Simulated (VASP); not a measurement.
# ZnS (P1) in VASP: notebook

Runs on ZnS. Level: PBE. Tasks: single point.

Program: VASP 6.6.1. These are calculated values, not measurements. Logs are shortened: lines on timing, memory, paths and dates and some standing lists are left out, and cuts for length are marked.

## 1. The cell of the first run

The typed cell holds 18 atoms: a = 6.636 Å, b = 6.636 Å, c = 9.670 Å, α = 83.43°, β = 76.78°, γ = 60.00°.

## 2. Single point, PBE

The input, INCAR:

```
SYSTEM = ZnS
PREC     = Accurate       ! precision mode
ENCUT    = 400            ! plane-wave cutoff, eV
EDIFF    = 1E-6           ! SCF threshold, eV
ISMEAR   = -1             ! smearing method
SIGMA    = 0.0689         ! smearing width, eV
LREAL    = Auto         
LASPH    = .TRUE.         ! aspherical terms in the spheres
NELM     = 120            ! most SCF steps
ALGO     = Normal         ! electronic algorithm
ISIF     = 2              ! what is computed and relaxed
LWAVE    = .FALSE.        ! write WAVECAR
LCHARG   = .TRUE.         ! write CHGCAR
GGA      = PE             ! functional
LELF     = .TRUE.         ! ELF
LVHAR    = .TRUE.       
NBANDS   = 96             ! bands
GGA_COMPAT= .FALSE.      
ISYM     = -1
```

The input, KPOINTS:

```
explicit points
2
Reciprocal
  0.25000000   0.25000000   0.00000000 2
  0.25000000   0.75000000   0.00000000 2
```

The input, POSCAR:

```
ZnS
1.0
    0.0000000000     -6.6360917826      0.0000000000
    5.7470240656     -3.3180458913      0.0000000000
    0.0000000000     -2.2120305942      9.4138830691
Zn S
9 9
Direct
    0.6737289346      0.6621169420      0.9852465696
    0.3651186232      0.3013989467      0.9967216430
   -0.0125913296      0.0101003579      0.9995249496
    0.5056078172      0.6356066998      0.6560659352
    0.0971246337      0.3555746377      0.6462994022
    0.7810483515      1.0135741444      0.6690996642
    0.2721177600      0.6440122675      0.3103321954
    0.9098630007      0.3207388692      0.3416120613
    0.5420859938      0.9927976523      0.3477376951
    0.6173245488      0.6283855712      0.2453919369
    0.2707813626      0.3231629064      0.2517554109
    0.9220604870      0.0139961133      0.2512936461
    0.1408908590      0.6831869773      0.5827051345
    0.8241936097      0.3129767649      0.5922518858
    0.4746551500      0.0108778038      0.5813372611
    0.3203118146      0.6953139493      0.9245300729
    0.0198224513      0.3502120362      0.9148529822
    0.6836018048      0.9873203827      0.9152167004
```

Potentials or basis: VASP PAW PBE potentials, release 64 (Zn, S).

Started as:

```bash
$ cat potpaw_PBE.64/Zn/POTCAR potpaw_PBE.64/S/POTCAR > POTCAR
$ mpirun -np 1 vasp_std > vasp.out
```

OUTCAR:

```text
SYSTEM = ZnS
   PREC = Accurate
   ENCUT = 400
   EDIFF = 1E-6
   ISMEAR = -1
   LREAL = Auto
   LASPH = .TRUE.
   NELM = 120
   ISIF = 2
   GGA = PE
   ISYM = -1

 ion  position               nearest neighbor table
   1  0.674  0.662  0.985-  17 2.21  18 2.22  16 2.44  10 2.46
   2  0.365  0.301  0.997-  18 2.15  11 2.40  17 2.45  16 2.51
   3  0.987  0.010  1.000-  16 2.18  12 2.37  17 2.41  18 2.42
   4  0.506  0.636  0.656-  14 2.15  15 2.43  13 2.54  16 2.59
   5  0.097  0.356  0.646-  14 2.15  13 2.33  15 2.40  17 2.53
   6  0.781  0.014  0.669-  14 2.17  18 2.33  13 2.34  15 2.38
[... 10 lines left out ...]
  17  0.020  0.350  0.915-   1 2.21   3 2.41   2 2.45   5 2.53
  18  0.684  0.987  0.915-   2 2.15   1 2.22   6 2.33   3 2.42

IMPORTANT INFORMATION: All symmetrisations will be switched off!
NOSYMM: (Re-)initialisation of all symmetry stuff for point group C_1.

----------------------------------------------------------------------------------------

                                     Primitive cell

  volume of cell :     359.0246

  direct lattice vectors                    reciprocal lattice vectors
     0.000000000 -6.636091783  0.000000000    -0.087001550 -0.150691104 -0.035408697
     5.747024066 -3.318045891  0.000000000     0.174003099  0.000000000  0.000000000
     0.000000000 -2.212030594  9.413883069     0.000000000  0.000000000  0.106226091

  length of vectors
     6.636091783  6.636091783  9.670277855     0.177569295  0.174003099  0.106226091

  position of ions in fractional coordinates (direct lattice)
     0.673728935  0.662116942  0.985246570
     0.365118623  0.301398947  0.996721643
     0.987408670  0.010100358  0.999524950
     0.505607817  0.635606700  0.656065935
     0.097124634  0.355574638  0.646299402
     0.781048351  0.013574144  0.669099664
[... 10 lines left out ...]
     0.019822451  0.350212036  0.914852982
     0.683601805  0.987320383  0.915216700

  ion indices of the primitive-cell ions
   primitive index   ion index
                 1           1
                 2           2
                 3           3
                 4           4
                 5           5
                 6           6
[... 10 lines left out ...]
                17          17
                18          18

----------------------------------------------------------------------------------------

 KPOINTS: explicit points

Read explicit list of k-points.

 Found      2 k-points:

 Following reciprocal coordinates:
            Coordinates               Weight
  0.250000  0.250000  0.000000      0.500000
  0.250000  0.750000  0.000000      0.500000
   k-points           NKPTS =      2   k-points in BZ     NKDIM =      2   number of bands    NBANDS=     96
   number of dos      NEDOS =    301   number of ions     NIONS =     18
   total plane-waves  NPLWV = 147456
   dimension x,y,z NGX =    48 NGY =   48 NGZ =   64
   dimension x,y,z NGXF=    96 NGYF=   96 NGZF=  128
   ions per type =               9   9
   NGX,Y,Z   is equivalent  to a cutoff of  12.02, 12.02, 11.00 a.u.
   NGXF,Y,Z  is equivalent  to a cutoff of  24.05, 24.05, 22.01 a.u.
 SYSTEM =  ZnS
   PREC   = accura    normal or accurate (medium, high low for compatibility)
   ISTART =      0    job   : 0-new  1-cont  2-samecut
   ICHARG =      2    charge: 1-file 2-atom 10-const
   ISPIN  =      1    spin polarized calculation?
   LNONCOLLINEAR =      F non collinear calculations
   LSORBIT =      F    spin-orbit coupling
   LASPH  =      T    aspherical Exc in radial PAW
   ENCUT  =  400.0 eV  29.40 Ry    5.42 a.u.  10.82 10.82 15.77*2*pi/ulx,y,z
   NELM   =    120;   NELMIN=  2; NELMDL= -5     # of ELM steps
   EDIFF  = 0.1E-05   stopping-criterion for ELM
   LREAL  =      T    real-space projection
   EDIFFG = 0.1E-04   stopping-criterion for IOM
   NSW    =      0    number of steps for IOM
   IBRION =     -1    ionic relax: 0-MD 1-quasi-New 2-CG
   NFREE  =      0    steps in history (QN), initial steepest desc. (CG)
   ISIF   =      2    stress and relaxation
   ISYM   =     -1    0-nonsym 1-usesym 2-fastsym
   POTIM  = 0.5000    time-step for ionic-motion
   TEBEG  =    0.0;   TEEND  =   0.0 temperature during run
   PSTRESS=    0.0 pullay stress
   NELECT =     162.0000    total number of electrons
   NUPDOWN=      -1.0000    fix difference up-down
   EMIN   =  10.00;   EMAX   =-10.00  energy-range for DOS
   EFERMI =   0.00;   METHOD = LEGACY
   ISMEAR =    -1;   SIGMA  =   0.07  broadening in eV -4-tet -1-fermi 0-gaus
   EFERMI_NEDOS =   21; number of points for ismear=-14 and -15
   IALGO  =     38    algorithm
   IMIX   =      4    mixing-type and parameters
     AMIX     =   0.40;   BMIX     =  1.00
     AMIX_MAG =   1.60;   BMIX_MAG =  1.00
  volume/ion in A,a.u.               =      19.95       134.60
  Fermi-wavevector in a.u.,A,eV,Ry     =   1.255659  2.372852 21.452033  1.576680
  Thomas-Fermi vector in A             =   2.389405
   LORBIT       =      0    0 simple, 1 ext, 2 COOP (PROOUT), +10 PAW based schemes
   GGA     = PE    functional components
   LHFCALC =     F    Hartree Fock is set to
   AEXX    =    0.0000 exact exchange contribution
   IVDW    =     0    specifies the selected vdW correction
   LEPSILON=     F    determine dielectric tensor
   LRPA    =     F    only Hartree local field effects (RPA)
 non-spin polarized calculation
  energy-cutoff  :      400.00
  volume of cell :      359.02
 maximum number of plane-waves:      6526
 NGX is ok and might be reduce to    48
   NGX = 21   NGY = 21   NGZ = 31

 number of electron     162.0000019 magnetization

 Free energy of the ion-electron system (eV)
  ---------------------------------------------------
  ext. energy  EPLUGINS =         0.00000000
  ---------------------------------------------------
  free energy    TOTEN  =       -59.73171814 eV

  energy without entropy =      -59.73171814  energy(sigma->0) =      -59.73171814

 E-fermi :   3.4541     XC(G=0):  -9.5797

 val. band max:        1.9105672074   @ k =   0.2500   0.2500   0.0000
 cond. band min:       5.0158293972   @ k =   0.2500   0.2500   0.0000
 fundamental gap:      3.1052621898
 Fermi energy:         3.4540891800

 k-point     1 :       0.2500    0.2500    0.0000
  band No.  band energies     occupation
      1     -11.5399      2.00000
      2     -10.8891      2.00000
      3     -10.4862      2.00000
      4     -10.2665      2.00000
      5     -10.0853      2.00000
      6      -9.8923      2.00000
[... 85 lines left out ...]
     92       7.4840      0.00000
     93       7.6596      0.00000

 k-point     2 :       0.2500    0.7500    0.0000
  band No.  band energies     occupation
      1     -11.4880      2.00000
      2     -10.8021      2.00000
      3     -10.4575      2.00000
      4     -10.3043      2.00000
      5     -10.1017      2.00000
      6      -9.9256      2.00000
[... 85 lines left out ...]
     92       7.1675      0.00000
     93       7.3613      0.00000
 [bands above 93 left out]

------------------------ aborting loop because EDIFF is reached ----------------------------------------

  FORCE on cell =-STRESS in cart. coord.  units (eV):
  Direction    XX          YY          ZZ          XY          YZ          ZX
  --------------------------------------------------------------------------------------
  -------------------------------------------------------------------------------------
  Total        9.5845029      5.7030350      0.5647684      1.2820233      0.9538298      1.6147434
  in kB       42.7716472     25.4502715      2.5203265      5.7211362      4.2565456      7.2059277
  external PRESSURE =      23.5807484 kB  Pullay stress =       0.0000000 kB

 VOLUME and BASIS-vectors are now :
 -----------------------------------------------------------------------------
  energy-cutoff  :      400.00
  volume of cell :      359.02
      direct lattice vectors                 reciprocal lattice vectors
     0.000000000 -6.636091783  0.000000000    -0.087001550 -0.150691104 -0.035408697
     5.747024066 -3.318045891  0.000000000     0.174003099  0.000000000  0.000000000
     0.000000000 -2.212030594  9.413883069     0.000000000  0.000000000  0.106226091

 POSITION                                       TOTAL-FORCE (eV/Angst)
 -----------------------------------------------------------------------------------
      3.80520     -8.84726      9.27500        -0.204003      1.113388      0.752091
      1.73215     -5.62780      9.38302         1.817713      0.984084      0.445345
      0.05805     -8.79703      9.40941         1.059789      0.249455      0.449757
      3.65285     -6.91547      6.17613         2.005518      1.541391      0.917008
      2.04350     -3.25397      6.08419         0.081904     -1.948303      1.071700
      0.07801     -6.70822      6.29883        -1.368494      0.757709      0.187501
[... 10 lines left out ...]
      2.01268     -3.31725      8.61232        -1.102850     -0.310568     -0.635098
      5.67415     -9.83691      8.61574         0.154080     -1.298039     -0.494549
 -----------------------------------------------------------------------------------
    total drift:                               -0.003734      0.006012     -0.008904

  FREE ENERGIE OF THE ION-ELECTRON SYSTEM (eV)
  ---------------------------------------------------
  free  energy   TOTEN  =       -59.7317181401 eV

  energy  without entropy=      -59.7317181395  energy(sigma->0) =      -59.73171814
```

Wall time 4.4 min (1 thread of Intel Xeon 8259CL, shared host); peak memory 0.36 GiB.

What came out:

```yaml
Free_energy: -59.7317 eV
Pressure: 2.4 GPa
Largest_force: 2.691 eV/Å
Band_gap_on_the_k_mesh: 3.11 eV
```

Forces in eV/Å, atoms in the order of the input:
```
Zn  -0.204  1.113  0.752
Zn   1.818  0.984  0.445
Zn   1.060  0.249  0.450
Zn   2.006  1.541  0.917
Zn   0.082 -1.948  1.072
Zn  -1.368  0.758  0.188
Zn   0.967  1.127  0.822
Zn  -0.030 -0.189 -0.320
Zn  -0.551 -0.607 -1.204
S    1.348 -0.975 -0.150
S   -0.152  0.619 -0.289
S   -1.255  0.492 -0.019
S   -0.501 -0.414 -0.455
S    0.211  0.226 -1.224
S   -0.408 -0.009  1.055
S   -2.072 -1.360 -0.911
S   -1.103 -0.311 -0.635
S    0.154 -1.298 -0.495
```

Caveat: the atoms stand as in a frame of molecular dynamics; a shifted mesh leaves out Γ, where band edges can lie; forces of over 1 eV/Å act on the atoms, so gaps and moduli don't describe the material at rest.

## 3. Single point, PBE

The input, INCAR:

```
PREC     = Accurate       # precision mode
ENCUT    = 400            # plane-wave cutoff, eV
EDIFF    = 1E-6           # SCF threshold, eV
ISMEAR   = -1             # smearing method
SIGMA    = 0.0689         # smearing width, eV
LREAL    = Auto         
LASPH    = True           # aspherical terms in the spheres
NELM     = 120            # most SCF steps
ALGO     = Normal         # electronic algorithm
ISIF     = 2              # what is computed and relaxed
LWAVE    = False          # write WAVECAR
LCHARG   = True           # write CHGCAR
GGA      = PE             # functional
LELF     = True           # ELF
LVHAR    = True         
NBANDS   = 96             # bands
GGA_COMPAT= False        
ISYM     = -1
```

KPOINTS is that of step 2.

The input, POSCAR:

```
ZnS
1.0
    0.0000000000     -6.6360917826      0.0000000000
    5.7470240656     -3.3180458913      0.0000000000
    0.0000000000     -2.2120305942      9.4138830691
Zn S
9 9
Direct
    0.6392269973      0.6628364448      0.9712393847
    0.3281721845      0.3280730998      0.9927383771
   -0.0132214170      0.0196529541      0.9936594635
    0.4735673617      0.6601982098      0.6726903185
    0.1347347154      0.3316991504      0.6511777292
    0.7951990966      0.9819682214      0.6499589973
    0.2655953012      0.6356018277      0.3154166010
    0.9016754408      0.3306443436      0.3358122229
    0.5450801512      0.9823181416      0.3492295343
    0.6176211866      0.6657294204      0.2483728535
    0.2446051732      0.3322966771      0.2544503668
    0.9256566946      0.0110210083      0.2562903089
    0.1661268448      0.6719771757      0.5879506851
    0.8218494811      0.3391069844      0.5689251673
    0.4903847427     -0.0183731613      0.5976195964
    0.3396210714      0.6675606290      0.9103877685
    0.0273707322      0.3465116863      0.8966537972
    0.7092254373      0.9853007288      0.9155311296
```

Potentials or basis: VASP PAW PBE potentials, release 64 (Zn, S).

Started as:

```bash
$ cat potpaw_PBE.64/Zn/POTCAR potpaw_PBE.64/S/POTCAR > POTCAR
$ mpirun -np 1 vasp_std > vasp.out
```

It took 4.9 min on 1 thread of Intel Xeon 8259CL, shared host; peak memory 0.36 GiB.

Results (log left out):

- Free energy: -60.2518 eV
- Pressure: 1.8 GPa
- Largest force: 1.790 eV/Å
- Band gap on the k mesh: 3.09 eV

Forces on the atoms (eV/Å):
```
Zn   0.118 -1.551  0.886
Zn  -0.478 -0.159  0.325
Zn   0.107 -0.366  0.712
Zn  -0.663  0.520 -0.352
Zn   0.297  0.086 -0.097
Zn   0.517 -1.190  0.634
Zn   1.119 -0.330  0.550
Zn   0.186  0.492 -0.631
Zn   0.876 -0.821 -0.269
S   -0.540  1.308 -1.027
S   -0.710 -0.973 -0.797
S   -0.925  0.641 -0.619
S   -0.595  0.339 -0.963
S   -0.498  0.013  1.682
S    0.946  0.425 -0.864
S    0.022  0.259  0.541
S   -0.390  0.331  0.743
S    0.611  0.977 -0.452
```

Stress tensor (GPa, compression positive):
```
 1.67 -0.84  0.56
-0.84  3.12 -0.78
 0.56 -0.78  0.62
```

Levels at points of the mesh, in eV from the valence-band top:
```tsv
k point	band 77	band 78	band 79	band 80	band 81	band 82	band 83	band 84	band 85	band 86
(0.25, 0.25, 0.00)	-0.94	-0.78	-0.61	-0.06	0.00	3.09	3.91	4.07	4.19	4.42
```

Caveat: the atoms stand as in a frame of molecular dynamics; a shifted mesh leaves out Γ, where band edges can lie; forces of over 1 eV/Å act on the atoms, so gaps and moduli don't describe the material at rest. A k mesh can miss the band edges.

## 4. Single point, PBE

The input, INCAR:

```
PREC = Accurate
ENCUT = 400
EDIFF = 1E-6
ISMEAR = -1
SIGMA = 0.0689
LREAL = Auto
LASPH = T
NELM = 120
ALGO = Normal
ISIF = 2
LWAVE = F
LCHARG = T
GGA = PE
LELF = T
LVHAR = T
NBANDS = 96
GGA_COMPAT = F
ISYM = -1
```

KPOINTS is that of step 3.

The input, POSCAR:

```
ZnS
1.0
    0.0000000000     -6.6360917826      0.0000000000
    5.7470240656     -3.3180458913      0.0000000000
    0.0000000000     -2.2120305942      9.4138830691
Zn S
9 9
Direct
    0.6422435800      0.6558862390      0.9784082649
    0.3476121406      0.3105135770      0.9921800527
   -0.0019917035      0.0325678121      0.9811630262
    0.4537375615      0.6947122466      0.6870853348
    0.1504216444      0.3129732849      0.6510901989
    0.8059336551      0.9856925837      0.6406484928
    0.2696033836      0.6351751721      0.3149417704
    0.8939436107      0.3294536404      0.3188160484
    0.5463960900      0.9756780093      0.3221628076
    0.5945145451      0.6571754280      0.2172495648
    0.2572379381      0.3268091413      0.2463730411
    0.9197187744     -0.0044181127      0.2623473206
    0.1677060748      0.6470350494      0.5541063089
    0.7833625477      0.3686267842      0.5799985999
    0.4709328425      0.0020353143      0.5646916327
    0.3146272602      0.6857940658      0.9228481952
    0.0266417457      0.3547964958      0.8950436221
    0.7095482735      1.0137009926      0.9036073571
```

Started as:

```bash
$ cat potpaw_PBE.64/Zn/POTCAR potpaw_PBE.64/S/POTCAR > POTCAR
$ mpirun -np 1 vasp_std > vasp.out
```

Wall time 4.6 min (1 thread of Intel Xeon 8259CL, shared host); peak memory 0.36 GiB.

It converged, with:

| Property | Result |
| --- | --- |
| Free energy | -60.0367 eV |
| Pressure | 1.6 GPa |
| Largest force | 1.801 eV/Å |
| Band gap on the k mesh | 3.00 eV |

Forces on the atoms (eV/Å):
```
Zn   0.499 -0.873 -0.357
Zn   0.390  0.317  0.306
Zn   0.400  0.241  1.198
Zn  -0.489  0.765 -0.806
Zn   1.425  1.098 -0.087
Zn   0.409 -0.172 -0.071
Zn   0.747  0.827  0.106
Zn   0.351 -0.025  0.580
Zn   0.249 -0.725 -0.429
S   -0.161 -0.873  0.545
S   -0.397  0.436 -0.765
S   -0.411  0.508 -1.110
S    0.632 -0.318  1.443
S   -1.049 -0.540 -0.273
S   -0.965 -0.918  0.294
S   -0.746 -0.556 -0.346
S   -0.155 -0.219  0.343
S   -0.729  1.026 -0.571
```

Stress tensor (GPa, compression positive):
```
2.52 0.39 0.77
0.39 1.30 0.24
0.77 0.24 0.92
```

Levels at points of the mesh, in eV from the valence-band top:
```tsv
k point	band 77	band 78	band 79	band 80	band 81	band 82	band 83	band 84	band 85	band 86
(0.25, 0.25, 0.00)	-0.94	-0.75	-0.59	-0.14	0.00	3.00	3.77	4.00	4.16	4.35
```

Caveat: the atoms stand as in a frame of molecular dynamics; a shifted mesh leaves out Γ, where band edges can lie; forces of over 1 eV/Å act on the atoms, so gaps and moduli don't describe the material at rest. A k mesh can miss the band edges.

## 5. Summary

```csv
cell,gap on the mesh (eV),pressure (GPa),largest force (eV/Å)
"as given, atomic positions A",3.11,2.4,2.69
"as given, atomic positions B",3.09,1.8,1.79
"as given, atomic positions C",3.00,1.6,1.80
```

Alike in all rows: task single point; level PBE; potentials or basis VASP PAW PBE potentials, release 64 (Zn, S); no spin polarisation; k mesh 2 × 2 × 1, shifted; cutoff (eV) 400; smearing fermi-dirac 0.0689 eV.

Caveats: the atoms stand as in a frame of molecular dynamics; a shifted mesh leaves out Γ, where band edges can lie; forces of over 1 eV/Å act on the atoms, so gaps and moduli don't describe the material at rest.

Total energies depend on the potentials used, so only differences within one code and one set of settings carry meaning.
